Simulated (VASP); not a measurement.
A run of VASP 6.6.1:

File INCAR:

```
SYSTEM = CdS5
PREC = Accurate ; ENCUT = 630
EDIFF = 1E-7 ; ISMEAR = 0
SIGMA = 0.2 ; LREAL = .False.
LASPH = .True. ; NELM = 120
ALGO = Normal ; ISIF = 3
LWAVE = .False. ; LCHARG = .False.
GGA = PE ; IBRION = 2
NSW = 36 ; EDIFFG = -0.08
GGA_COMPAT = .False. ; NELMIN = 4
```

The input KPOINTS:

```
Automatic mesh
0
Gamma
  4 4 4
  0 0 0
```

POSCAR

```
CdS5
1.0
   -3.6500000000      3.6500000000      2.5350000000
    3.6500000000     -3.6500000000      2.5350000000
    3.6500000000      3.6500000000     -2.5350000000
Cd S
1 5
Direct
    0.0000000000      0.0000000000      0.0000000000
    0.8870000000      0.3150000000      0.2020000000
    0.6850000000      0.8870000000      0.5720000000
    0.1130000000      0.6850000000      0.7980000000
    0.3150000000      0.1130000000      0.4280000000
    0.5000000000      0.5000000000      0.0000000000
```

Potentials or basis: VASP PAW PBE potentials, release 64 (Cd_sv_GW, S).

Launch:

```console
$ cat potpaw_PBE.64/Cd_sv_GW/POTCAR potpaw_PBE.64/S/POTCAR > POTCAR
$ mpirun -np 1 vasp_std > vasp.out
```

Hardware: 1 thread of Intel(R) Xeon(R) Platinum 8488C (Sapphire Rapids), on a shared host.

Estimate the wall time of this run.

It took 20 min on 1 thread of Intel(R) Xeon(R) Platinum 8488C (Sapphire Rapids) (shared host), peak memory 0.4 GiB. Counts: scf iterations 270, k points 14, ion steps 23.
